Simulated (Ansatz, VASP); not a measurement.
**One calculation of YAlC4N4, two programs**

```xyz
10
Lattice="7.7714 0.0000 0.0000 0.0000 7.7714 0.0000 0.0000 0.0000 3.6642" Properties=species:S:1:pos:R:3 pbc="T T T"
Y     3.8857    3.8857    0.0000
Al    0.0000    0.0000    0.0000
C     1.4139    6.3575    0.0000
C     6.3575    1.4139    0.0000
C     1.4139    1.4139    0.0000
C     6.3575    6.3575    0.0000
N     2.2442    5.5272    0.0000
N     5.5272    2.2442    0.0000
N     2.2442    2.2442    0.0000
N     5.5272    5.5272    0.0000
```

Alike in both runs: functional PBE; k mesh 4 × 4 × 4; occupations gaussian, width 0.1 eV; no spin polarisation.

Ansatz relaxed the structure, and its values are those at the end. VASP's run is a single point on that final structure, the one shown.

|  | VASP | Ansatz |
| --- | --- | --- |
| version | VASP 6.6.1 | Ansatz 0.2.0 |
| potentials or method | VASP PAW PBE potentials, release 64 (Y_sv, Al, C, N), cutoff 520 eV | scalar-relativistic, plane waves, PAW |
| valence electrons in the cell | 50 | 50 |

```csv
,VASP,Ansatz,Ansatz less VASP
pressure (GPa),0.4,0.1,-0.30
rms of the force components (eV/Å),0.187,0.010,-0.1777
```

One of these differences is far larger than is usual between the two programs; its cause wasn't traced. With one functional, cell and mesh, what is left measures potentials, basis and numerics.

The k mesh is coarse, so the values compare programs but aren't converged. Noted on VASP's run: the standard files for N, O and F lose accuracy on very short bonds.
